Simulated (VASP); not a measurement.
Here is a VASP 6.6.1 calculation.

File INCAR:

```
SYSTEM = AgCl
PREC = Accurate
ENCUT = 520
EDIFF = 1E-7
ISMEAR = 0
SIGMA = 0.05
LREAL = .False.
LASPH = .True.
NELM = 80
ALGO = Normal
ISIF = 2
LWAVE = .False.
LCHARG = .False.
GGA = PE
NBANDS = 16
```

File KPOINTS:

```
regular mesh
0
Gamma
  8 8 8
  0 0 0
```

POSCAR

```
AgCl
1.0
    0.0000000000      2.7731500000      2.7731500000
    2.7731500000      0.0000000000      2.7731500000
    2.7731500000      2.7731500000      0.0000000000
Ag Cl
1 1
Direct
    0.4932387357      0.4932387357      0.5067612643
    0.0000000000      0.0000000000      0.0000000000
```

Potentials or basis: VASP PAW PBE potentials, release 64 (Ag, Cl).

The run is started by

```sh
$ cat potpaw_PBE.64/Ag/POTCAR potpaw_PBE.64/Cl/POTCAR > POTCAR
$ mpirun -np 1 vasp_std > vasp.out
```

Task: Predict the largest force.

Result: 0.042 eV/Å.

Task: Estimate the pressure.

Result: 1.5 GPa.

Forces on the atoms (eV/Å):
```
Ag   0.000  0.000  0.042
Cl   0.000  0.000 -0.042
```

Caveat: the cell differs from its parent crystal (all Ag atoms moved +0.037 Å, as atom 1 towards its neighbour atom 2 (Cl) at 2.773 Å).
